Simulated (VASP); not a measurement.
Set up this calculation in VASP 6.6.1, as the native input.

| Item | Value |
| --- | --- |
| Task | single point |
| Functional | PBE |
| Dispersion | D3(BJ) |
| Potentials or basis | VASP PAW PBE potentials, release 64 (Cd, I) |
| Cutoff | 500 eV |
| k mesh | 9 × 9 × 4 |
| Occupations | gaussian, width 0.05 eV |
| Spin | no spin polarisation |
| Dipole correction | no |
| Further INCAR settings | ALGO = Normal; EDIFF = 1e-06; NBANDS = 20 |

The structure of CdI2 lies in POSCAR:

```
CdI2
1.0
    4.0317992540      0.0000000000      0.0000000000
   -2.0158996270      3.4916405769      0.0000000000
    0.0000000000      0.0000000000      7.0304750000
Cd I
1 2
Direct
    0.0000000000      0.0000000000      0.0000000000
    0.3333333333      0.6666666667      0.2492000000
    0.6666666667      0.3333333333      0.7508000000
```

This cell differs from its parent crystal: strain -0.050 along x and y, +0.025 along z.

The input as run:

INCAR

```
SYSTEM = CdI2
PREC     = Accurate       ! precision mode
ENCUT    = 500            ! plane-wave cutoff, eV
EDIFF    = 1E-6           ! SCF threshold, eV
ISMEAR   = 0              ! smearing method
SIGMA    = 0.05           ! smearing width, eV
LREAL    = .FALSE.        ! projectors in reciprocal space
LASPH    = .TRUE.         ! aspherical terms in the spheres
NELM     = 120            ! most SCF steps
ALGO     = Normal         ! electronic algorithm
ISIF     = 2              ! what is computed and relaxed
LWAVE    = .FALSE.        ! write WAVECAR
LCHARG   = .FALSE.        ! write CHGCAR
GGA      = PE             ! functional
IVDW     = 12             ! dispersion correction
NBANDS   = 20             ! bands
GGA_COMPAT= .FALSE.
```

KPOINTS

```
Automatic mesh
0
G
  9 9 4
  0 0 0
```

Potentials or basis: VASP PAW PBE potentials, release 64 (Cd, I).

The run is started by

```sh
$ cat potpaw_PBE.64/Cd/POTCAR potpaw_PBE.64/I/POTCAR > POTCAR
$ mpirun -np 1 vasp_std > vasp.out
```

It gave:

| Item | Value |
| --- | --- |
| Pressure | 3.8 GPa |
| Largest force | 0.481 eV/Å |
| Band gap on the k mesh | 2.19 eV (least direct gap 2.66 eV) |
| Dispersion energy per atom | -0.362 eV |

Caveat: the cell differs from its parent crystal (strain -0.050 along x and y, +0.025 along z); the cell stands under pressure; spin-orbit coupling is left out, which moves the levels of the heavy elements; an odd mesh through Γ misses points on the zone boundary, where band edges can lie.

Run time: 61 s on 1 thread of Intel(R) Xeon(R) Platinum 8375C CPU @ 2.90GHz (Ice Lake) (shared host), peak memory 0.26 GiB.
